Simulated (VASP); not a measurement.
Crystal: BaTiO3.

```
CELL_PARAMETERS angstrom
3.94574 0.00000 0.00000
0.00000 3.94574 0.00000
0.00000 0.00000 3.96370
ATOMIC_POSITIONS crystal
Ba 0.00000 0.00000 0.00000
Ti 0.50000 0.50000 0.49000
O 0.00000 0.50000 0.51700
O 0.50000 0.00000 0.51700
O 0.50000 0.50000 0.01900
```

Base run:

| Property | Result |
| --- | --- |
| Program | VASP 6.6.1 |
| Functional | revPBE |
| Dispersion | D4 |
| Potentials or basis | VASP PAW PBE potentials, release 64 (Ba_sv, Ti_sv, O) |
| Cutoff | 520 eV |
| k mesh | 7 × 7 × 7 |
| Occupations | fermi-dirac, width 0.05 eV |
| Spin | no spin polarisation |

Its results: band gap on the k mesh 1.98 eV, indirect (least direct gap 2.14 eV); pressure 9.4 GPa; largest force 0.104 eV/Å.

Task: The run is repeated on the same cell with these changes: dispersion from D4 to none. What comes out?

Result: Band gap on the k mesh 1.98 eV, indirect (least direct gap 2.14 eV); pressure 15.4 GPa; largest force 0.126 eV/Å.

Dispersion adds attraction, which lowers the pressure at fixed volume and, as a term added to the energy, leaves the levels alone.

Caveats: the PAW data sets were made with another functional, which shifts forces and pressure a little; spin-orbit coupling is left out, which moves the levels of the heavy elements.

A k mesh can miss the band edges.
